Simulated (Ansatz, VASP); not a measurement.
## Two plane-wave programs on CrO2

```
CELL_PARAMETERS angstrom
2.62002 0.00000 0.00000
-1.31001 2.26900 0.00000
0.00000 0.00000 11.56484
ATOMIC_POSITIONS crystal
Cr 0.66667 0.33333 0.75000
Cr 0.33333 0.66667 0.25000
O 0.33333 0.66667 0.84995
O 0.66667 0.33333 0.34995
O 0.33333 0.66667 0.65005
O 0.66667 0.33333 0.15005
```

Alike in both runs: functional PBE; k mesh 12 × 12 × 2; occupations gaussian, width 0.1 eV; no spin polarisation.

Ansatz relaxed the structure, and its values are those at the end. VASP's run is a single point on that final structure, the one shown.

|  | VASP | Ansatz |
| --- | --- | --- |
| version | VASP 6.6.1 | Ansatz 0.2.0 |
| potentials or method | VASP PAW PBE potentials, release 64 (Cr_sv, O), cutoff 600 eV | scalar-relativistic, plane waves, PAW |
| valence electrons in the cell | 52 | 52 |

|  | VASP | Ansatz | Ansatz less VASP |
| --- | --- | --- | --- |
| gap on the k mesh at the Fermi level (eV) | 0.28 | 0.29 | +0.010 |
| least direct gap on the mesh (eV) | 1.53 | 1.53 | +0.004 |
| pressure (GPa) | -0.8 | 0.1 | +0.93 |
| rms of the force components (eV/Å) | 0.013 | 0.004 | -0.0093 |
